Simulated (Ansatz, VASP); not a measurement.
# CO2 in VASP and in Ansatz

File INCAR:

```
  ALGO = Normal
  EDIFF = 1E-6
  ENCUT = 520
  GGA = PE
  ISIF = 2
  ISMEAR = 0
  LASPH = T
  LCHARG = F
  LREAL = F
  LWAVE = F
  NBANDS = 44
  NELM = 60
  PREC = Accurate
  SIGMA = 0.05
```

File KPOINTS:

```
k-points
0
Gamma
  4 4 4
```

Contents of POSCAR:

```
CO2
1.0
    6.0487944717      0.0000000000      0.0000000000
    0.0000000000      6.0487944717      0.0000000000
    0.0000000000      0.0000000000      5.4923053803
C O
4 8
Direct
    0.0000000000      0.0000000000      0.0000000000
    0.5000000000      0.0000000000      0.5000000000
    0.5000000000      0.5000000000      0.0000000000
    0.0000000000      0.5000000000      0.5000000000
    0.1114834447      0.1114834447      0.1114834447
    0.3885165553      0.8885165553      0.6114834447
    0.6114834447      0.3885165553      0.8885165553
    0.8885165553      0.6114834447      0.3885165553
    0.8885165553      0.8885165553      0.8885165553
    0.6114834447      0.1114834447      0.3885165553
    0.3885165553      0.6114834447      0.1114834447
    0.1114834447      0.3885165553      0.6114834447
```

Input for Ansatz:

```yaml
crystal:
  lattice:
    - [6.0487944717, 0.0, 0.0]
    - [0.0, 6.0487944717, 0.0]
    - [0.0, 0.0, 5.4923053803]
  atoms:
    - { symbol: C, position: [0.0, 0.0, 0.0] }
    - { symbol: C, position: [0.5, 0.0, 0.5] }
    - { symbol: C, position: [0.5, 0.5, 0.0] }
    - { symbol: C, position: [0.0, 0.5, 0.5] }
    - { symbol: O, position: [0.1114834447, 0.1114834447, 0.1114834447] }
    - { symbol: O, position: [0.3885165553, 0.8885165553, 0.6114834447] }
    - { symbol: O, position: [0.6114834447, 0.3885165553, 0.8885165553] }
    - { symbol: O, position: [0.8885165553, 0.6114834447, 0.3885165553] }
    - { symbol: O, position: [0.8885165553, 0.8885165553, 0.8885165553] }
    - { symbol: O, position: [0.6114834447, 0.1114834447, 0.3885165553] }
    - { symbol: O, position: [0.3885165553, 0.6114834447, 0.1114834447] }
    - { symbol: O, position: [0.1114834447, 0.3885165553, 0.6114834447] }
basis:
  ecutwfc: 520.0
kpoints:
  mp_grid: { grid: [4, 4, 4] }
hamiltonian:
  xc: pbe
scf:
  occupations: { method: gaussian, width: 0.05 }
output:
  forces: true
  stress: true
  eigenvalues: true
```

Alike in both runs: task single point; functional PBE; k mesh 4 × 4 × 4; occupations gaussian, width 0.05 eV; no spin polarisation.

```csv
,VASP,Ansatz
version,VASP 6.6.1,Ansatz 0.2.0
potentials or method,"VASP PAW PBE potentials, release 64 (C, O), cutoff 520 eV","scalar-relativistic, plane waves, PAW"
valence electrons in the cell,64,64
```

VASP gave:

| Quantity | Value |
| --- | --- |
| gap on the k mesh at the Fermi level (eV) | 6.87 |
| least direct gap on the mesh (eV) | 6.87 |
| pressure (GPa) | 12.1 |
| traceless stress, the component that is largest in VASP (GPa) | -1.19 |
| rms of the force components (eV/Å) | 2.361 |

Question: Estimate Ansatz's values.

Answer: gap on the k mesh at the Fermi level (eV): 6.88; least direct gap on the mesh (eV): 6.88; pressure (GPa): 10.4; traceless stress, the component that is largest in VASP (GPa): -0.95; rms of the force components (eV/Å): 1.967.

Atom by atom the forces differ by 0.394 eV/Å (rms over components).

Noted on VASP's run: the standard files for N, O and F lose accuracy on very short bonds.
